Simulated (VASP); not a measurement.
# MgF3 (P-6m2) in VASP: further runs, part 2 of 3

VASP 6.6.1.

### Step 3. Single point, PBE, collinear spin

This run uses another cell than the first one, of 14.94 Å³/atom.

Contents of INCAR:

```
SYSTEM = MgF3
  PREC = Accurate
  ENCUT = 520
  EDIFF = 1E-7
  ISMEAR = 0
  SIGMA = 0.1
  LREAL = .FALSE.
  LASPH = .TRUE.
  NELM = 150
  ALGO = Normal
  ISIF = 2
  LWAVE = .FALSE.
  LCHARG = .FALSE.
  ISPIN = 2
  MAGMOM = 0 1 1 1
  LORBIT = 11
  GGA = PE
  NBANDS = 24
```

Contents of KPOINTS:

```
Automatic mesh
0
G
  6 6 4
  0 0 0
```

Contents of POSCAR:

```
MgF3
1.0
    2.9505743015      0.0000000023      0.0000000000
   -1.4752871528      2.5552722997      0.0000000000
    0.0000000000      0.0000000000      7.9243223284
Mg F
1 3
Direct
    0.6666666667      0.3333333333      0.5000000000
    0.0000000000      0.0000000000      0.0000000000
    0.3333333333      0.6666666667      0.6432966299
    0.3333333333      0.6666666667      0.3567033701
```

Potentials or basis: VASP PAW PBE potentials, release 64 (Mg, F).

The run is started by

```sh
cat potpaw_PBE.64/Mg/POTCAR potpaw_PBE.64/F/POTCAR > POTCAR
mpirun -np 1 vasp_std > vasp.out
```

OUTCAR:

```text
SYSTEM = MgF3
   PREC = Accurate
   ENCUT = 520
   EDIFF = 1E-7
   ISMEAR = 0
   LREAL = .FALSE.
   LASPH = .TRUE.
   NELM = 150
   ISIF = 2
   ISPIN = 2
   LORBIT = 11
   GGA = PE

 ion  position               nearest neighbor table
   1  0.667  0.333  0.500-   3 2.05   4 2.05   3 2.05   4 2.05   3 2.05   4 2.05
   2  0.000  0.000  0.000-
   3  0.333  0.667  0.643-   1 2.05   1 2.05   1 2.05
   4  0.333  0.667  0.357-   1 2.05   1 2.05   1 2.05

  LATTYP: Found a hexagonal cell.
 ALAT       =     2.9505743015
 C/A-ratio  =     2.6856881131

  Lattice vectors:

 A1 = (   2.9505743015,   0.0000000023,   0.0000000000)
 A2 = (  -1.4752871528,   2.5552722997,   0.0000000000)
 A3 = (   0.0000000000,   0.0000000000,   7.9243223284)

Analysis of symmetry for initial positions (statically):
=====================================================================
 Subroutine PRICEL returns:
 Original cell was already a primitive cell.

 Routine SETGRP: Setting up the symmetry group for a
 hexagonal supercell.

 Subroutine GETGRP returns: Found 12 space group operations
 (whereof 12 operations were pure point group operations)
 out of a pool of 24 trial point group operations.

The static configuration has the point symmetry D_3h.

Analysis of symmetry for dynamics (positions and initial velocities):
=====================================================================
 Subroutine PRICEL returns:
 Original cell was already a primitive cell.

 Routine SETGRP: Setting up the symmetry group for a
 hexagonal supercell.

 Subroutine GETGRP returns: Found 12 space group operations
 (whereof 12 operations were pure point group operations)
 out of a pool of 24 trial point group operations.

The dynamic configuration has the point symmetry D_3h.

Analysis of structural, dynamic, and magnetic symmetry:
=====================================================================
 Subroutine PRICEL returns:
 Original cell was already a primitive cell.

 Routine SETGRP: Setting up the symmetry group for a
 hexagonal supercell.

 Subroutine GETGRP returns: Found 12 space group operations
 (whereof 12 operations were pure point group operations)
 out of a pool of 24 trial point group operations.

The overall configuration has the point symmetry D_3h.

 Subroutine INISYM returns: Found 12 space group operations
 (whereof 12 operations are pure point group operations),
 and found     1 'primitive' translations

----------------------------------------------------------------------------------------

                                     Primitive cell

  volume of cell :      59.7456

  direct lattice vectors                    reciprocal lattice vectors
     2.950574302  0.000000002  0.000000000     0.338917071  0.195673862  0.000000000
    -1.475287153  2.555272300  0.000000000    -0.000000000  0.391347724  0.000000000
     0.000000000  0.000000000  7.924322328     0.000000000  0.000000000  0.126193756

  length of vectors
     2.950574302  2.950574302  7.924322328     0.391347724  0.391347724  0.126193756

  position of ions in fractional coordinates (direct lattice)
     0.666666667  0.333333333  0.500000000
     0.000000000  0.000000000  0.000000000
     0.333333333  0.666666667  0.643296630
     0.333333333  0.666666667  0.356703370

[... 73 lines left out ...]
   NELM   =    150;   NELMIN=  2; NELMDL= -5     # of ELM steps
   EDIFF  = 0.1E-06   stopping-criterion for ELM
   LREAL  =      F    real-space projection
   EDIFFG = 0.1E-05   stopping-criterion for IOM
   NSW    =      0    number of steps for IOM
   IBRION =     -1    ionic relax: 0-MD 1-quasi-New 2-CG
   NFREE  =      0    steps in history (QN), initial steepest desc. (CG)
   ISIF   =      2    stress and relaxation
   ISYM   =      2    0-nonsym 1-usesym 2-fastsym
   POTIM  = 0.5000    time-step for ionic-motion
   TEBEG  =    0.0;   TEEND  =   0.0 temperature during run
   PSTRESS=    0.0 pullay stress
   NELECT =      23.0000    total number of electrons
   NUPDOWN=      -1.0000    fix difference up-down
   EMIN   =  10.00;   EMAX   =-10.00  energy-range for DOS
   EFERMI =   0.00;   METHOD = LEGACY
   ISMEAR =     0;   SIGMA  =   0.10  broadening in eV -4-tet -1-fermi 0-gaus
   EFERMI_NEDOS =   21; number of points for ismear=-14 and -15
   IALGO  =     38    algorithm
   IMIX   =      4    mixing-type and parameters
     AMIX     =   0.40;   BMIX     =  1.00
     AMIX_MAG =   1.60;   BMIX_MAG =  1.00
  volume/ion in A,a.u.               =      14.94       100.80
  Fermi-wavevector in a.u.,A,eV,Ry     =   1.190919  2.250510 19.296974  1.418288
  Thomas-Fermi vector in A             =   2.326992
   LORBIT       =     11    0 simple, 1 ext, 2 COOP (PROOUT), +10 PAW based schemes
   GGA     = PE    functional components
   LHFCALC =     F    Hartree Fock is set to
   AEXX    =    0.0000 exact exchange contribution
   IVDW    =     0    specifies the selected vdW correction
   LEPSILON=     F    determine dielectric tensor
   LRPA    =     F    only Hartree local field effects (RPA)
 spin polarized calculation
 Gauss-broadening in eV      SIGMA  =   0.10
  energy-cutoff  :      520.00
  volume of cell :       59.75
 maximum number of plane-waves:      1638
 NGX is ok and might be reduce to    24
   NGX = 11   NGY = 11   NGZ = 29

 number of electron      23.0000001 magnetization       0.9997939

 Free energy of the ion-electron system (eV)
  ---------------------------------------------------
  ext. energy  EPLUGINS =         0.00000000
  ---------------------------------------------------
  free energy    TOTEN  =       -15.32994244 eV

  energy without entropy =      -15.31662952  energy(sigma->0) =      -15.32328598

 E-fermi :  -3.8204     XC(G=0):  -8.1126

 val. band max:       -3.9233375899   @ k =   0.3333   0.3333   0.5000
 cond. band min:      -3.8174602126   @ k =   0.3333   0.1667   0.0000
 fundamental gap:      0.1058773773
 Fermi energy:        -3.8203511668

 spin component 1

 k-point     1 :       0.0000    0.0000    0.0000
  band No.  band energies     occupation
      1     -24.8341      1.00000
      2     -24.7411      1.00000
      3     -23.9925      1.00000
      4      -7.1772      1.00000
      5      -5.6553      1.00000
      6      -5.6553      1.00000
[... 535 lines left out ...]
     22      15.5009      0.00000
     23      16.4140      0.00000
 Fermi energy:        -3.8203511668

 spin component 2

 k-point     1 :       0.0000    0.0000    0.0000
  band No.  band energies     occupation
      1     -24.7957      1.00000
      2     -23.9708      1.00000
      3     -22.9899      1.00000
      4      -7.1428      1.00000
      5      -5.2044      1.00000
      6      -5.2044      1.00000
[... 535 lines left out ...]
     22      15.6149      0.00000
     23      16.5199      0.00000
 [bands above 23 left out]

------------------------ aborting loop because EDIFF is reached ----------------------------------------

  FORCE on cell =-STRESS in cart. coord.  units (eV):
  Direction    XX          YY          ZZ          XY          YZ          ZX
  --------------------------------------------------------------------------------------
  -------------------------------------------------------------------------------------
  Total       -0.1646667     -0.1646667     -0.0824787      0.0000000     -0.0000000      0.0000000
  in kB       -4.4158108     -4.4158108     -2.2118035      0.0000000     -0.0000000      0.0000000
  external PRESSURE =      -3.6811417 kB  Pullay stress =       0.0000000 kB

 VOLUME and BASIS-vectors are now :
 -----------------------------------------------------------------------------
  energy-cutoff  :      520.00
  volume of cell :       59.75
      direct lattice vectors                 reciprocal lattice vectors
     2.950574302  0.000000002  0.000000000     0.338917071  0.195673862  0.000000000
    -1.475287153  2.555272300  0.000000000    -0.000000000  0.391347724  0.000000000
     0.000000000  0.000000000  7.924322328     0.000000000  0.000000000  0.126193756

 POSITION                                       TOTAL-FORCE (eV/Angst)
 -----------------------------------------------------------------------------------
      1.47529      0.85176      3.96216        -0.000000     -0.000000      0.000000
      0.00000      0.00000      0.00000        -0.000000     -0.000000      0.000000
     -0.00000      1.70351      5.09769         0.000000      0.000000     -0.030621
     -0.00000      1.70351      2.82663        -0.000000     -0.000000      0.030621
 -----------------------------------------------------------------------------------
    total drift:                                0.000001     -0.000000     -0.000000

  FREE ENERGIE OF THE ION-ELECTRON SYSTEM (eV)
  ---------------------------------------------------
  free  energy   TOTEN  =       -15.3299424430 eV

  energy  without entropy=      -15.3166295206  energy(sigma->0) =      -15.32328598

 total charge

# of ion       s       p       d       tot
------------------------------------------
    1        0.129   0.151   0.070   0.349
    2        1.761   3.989   0.000   5.750
    3        1.737   4.384   0.000   6.120
    4        1.737   4.384   0.000   6.120
--------------------------------------------------
tot          5.363  12.907   0.070  18.340

 magnetization (x)

# of ion       s       p       d       tot
------------------------------------------
    1       -0.000  -0.000  -0.000  -0.000
    2        0.004   0.857   0.000   0.861
    3        0.000   0.012   0.000   0.012
    4        0.000   0.012   0.000   0.012
--------------------------------------------------
tot          0.004   0.881  -0.000   0.885
```

OSZICAR:

```text
N       E                     dE             d eps       ncg     rms          rms(c)
DAV:   1     0.107740931793E+03    0.10774E+03   -0.11718E+04  2024   0.864E+02
DAV:   2    -0.118514340004E+02   -0.11959E+03   -0.11598E+03  2512   0.221E+02
[... 13 lines left out ...]
DAV:  16    -0.153299426336E+02    0.92839E-06   -0.94089E-07  2288   0.537E-03    0.454E-03
DAV:  17    -0.153299433834E+02   -0.74977E-06   -0.17039E-07  2136   0.222E-03    0.181E-03
DAV:  18    -0.153299430531E+02    0.33027E-06   -0.10284E-07  1896   0.126E-03    0.338E-04
DAV:  19    -0.153299425941E+02    0.45902E-06   -0.14816E-08  1376   0.743E-04    0.547E-04
DAV:  20    -0.153299423851E+02    0.20904E-06   -0.50892E-09  1168   0.443E-04    0.117E-04
DAV:  21    -0.153299424430E+02   -0.57920E-07   -0.12303E-09  1136   0.151E-04
   1 F= -.15329942E+02 E0= -.15323286E+02  d E =-.133129E-01  mag=     0.9998
```

It took 3.2 min on 1 thread of Intel Xeon 8259CL, shared host; peak memory 0.22 GiB.

What came out:

* Free energy: -15.3299 eV
* Pressure: -0.4 GPa
* Largest force: 0.031 eV/Å
* Band gap on the k mesh: zero (filled and empty bands overlap)
* Net moment: 1.00 μB per cell
* Site moments: Mg -0.00; F +0.86, +0.01 (each value once) μB
* Valence electrons inside the program's atomic spheres: Mg 0.35; F 5.75, 6.12 (each value once)

Forces in eV/Å, atoms in the order of the input:
```
Mg   0.000  0.000  0.000
F    0.000  0.000  0.000
F    0.000  0.000 -0.031
F    0.000  0.000  0.031
```

Caveat: the k points lie up to 0.41 Å⁻¹ apart, too coarse for converged energies and pressures of a metal.

[end of part 2 of 3]

The gap in the log of VASP goes by the Fermi energy; the results here count the filled bands.